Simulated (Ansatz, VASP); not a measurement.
CoO in VASP and in Ansatz

INCAR

```
ALGO = Normal
EDIFF = 1E-6
ENCUT = 520
GGA = PE
ISIF = 2
ISMEAR = 0
ISPIN = 2
LASPH = True
LCHARG = False
LMAXMIX = 4
LORBIT = 11
LREAL = False
LWAVE = False
MAGMOM = 2.7 0.34
NBANDS = 18
NELM = 150
PREC = Accurate
SIGMA = 0.15
```

File KPOINTS:

```
k-points
0
Gamma
  24 24 24
```

Contents of POSCAR:

```
CoO
1.0
   -1.4190824754      1.4190824754      2.3795977553
    1.4190824754     -1.4190824754      2.3795977553
    1.4190824754      1.4190824754     -2.3795977553
Co O
1 1
Direct
    0.0000000000      0.0000000000      0.0000000000
    0.5000000000      0.5000000000      0.0000000000
```

Input for Ansatz:

```yaml
crystal:
  lattice:
    - [-1.4190824754, 1.4190824754, 2.3795977553]
    - [1.4190824754, -1.4190824754, 2.3795977553]
    - [1.4190824754, 1.4190824754, -2.3795977553]
  atoms:
    - { symbol: Co, position: [0.0, 0.0, 0.0], spin: 2.7 }
    - { symbol: O, position: [0.5, 0.5, 0.0], spin: 0.34 }
basis:
  ecutwfc: 420
kpoints:
  mp_grid: { grid: [24, 24, 24] }
hamiltonian:
  xc: pbe
scf:
  occupations: { method: gaussian, width: 0.15 }
output:
  forces: true
  stress: true
  eigenvalues: true
  populations: true
magnetization:
  spin_polarized: true
```

Alike in both runs: task single point; functional PBE; k mesh 24 × 24 × 24; occupations gaussian, width 0.15 eV; collinear spin.

|  | VASP | Ansatz |
| --- | --- | --- |
| version | VASP 6.6.1 | Ansatz 0.2.0 |
| potentials or method | VASP PAW PBE potentials, release 64 (Co, O), cutoff 520 eV | scalar-relativistic, plane waves, PAW |
| valence electrons in the cell | 15 | 23 |

|  | VASP | Ansatz | Ansatz less VASP |
| --- | --- | --- | --- |
| gap on the k mesh at the Fermi level (eV) | none | none | - |
| pressure (GPa) | 4.5 | 5.0 | +0.44 |
| traceless stress, the component that is largest in VASP (GPa) | -5.27 | -5.19 | +0.082 |
| net moment per atom (μB) | 1.31 | 1.32 | +0.007 |
| size of the moment on the site where the two differ most (μB) | 2.33 | 2.22 | -0.112 |

Site moments also hang on the region over which each program counts them. A gap of «none» marks a metal or a gap that the smearing closes. VASP's potentials hold 15 valence electrons a cell and Ansatz's 23, so a difference there can come from the potentials and not from the codes.
